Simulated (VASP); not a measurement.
Runs of VASP 6.6.1 on Tl. The structure is that of space group I4/mmm (No. 139), or close to it. The cells are those of the table. 

```csv
cell,further INCAR settings,gap on the mesh (eV),pressure (GPa)
"a = 3.416 Å, angles 117.3, 117.3, 94.8°, 1 atom",ALGO = Fast; EDIFF = 1e-06; NBANDS = 12,none,(a)
"a = 3.445 Å, angles 101.5, 101.5, 126.9°, 1 atom",ALGO = Fast; EDIFF = 1e-07; NBANDS = 12,none,0.5
"a = 3.488 Å, angles 100.0, 100.0, 130.6°, 1 atom",ALGO = Fast; EDIFF = 1e-07; NBANDS = 12,none,(b)
"a = 3.388 Å, angles 114.7, 114.7, 99.4°, 1 atom",ALGO = Fast; EDIFF = 1e-06; NBANDS = 12,none,-1.0
"a = 3.369 Å, angles 112.1, 112.1, 104.2°, 1 atom",ALGO = Fast; EDIFF = 1e-07; NBANDS = 12,none,-0.9
```

Alike in all rows: task single point; level PBEsol; potentials or basis VASP PAW PBE potentials, release 64 (Tl_d); no spin polarisation; k mesh 20 × 20 × 20; cutoff (eV) 520; smearing gaussian 0.15 eV.

Fill in the values left out.

(a) -1.1; (b) 2.2.

Caveats: the PAW data sets were made with another functional, which shifts forces and pressure a little; spin-orbit coupling is left out, which moves the levels of the heavy elements.

A k mesh can miss the band edges, and the runs leave out spin-orbit coupling on Tl.

A gap of «none» marks levels without a gap at the run's occupations.
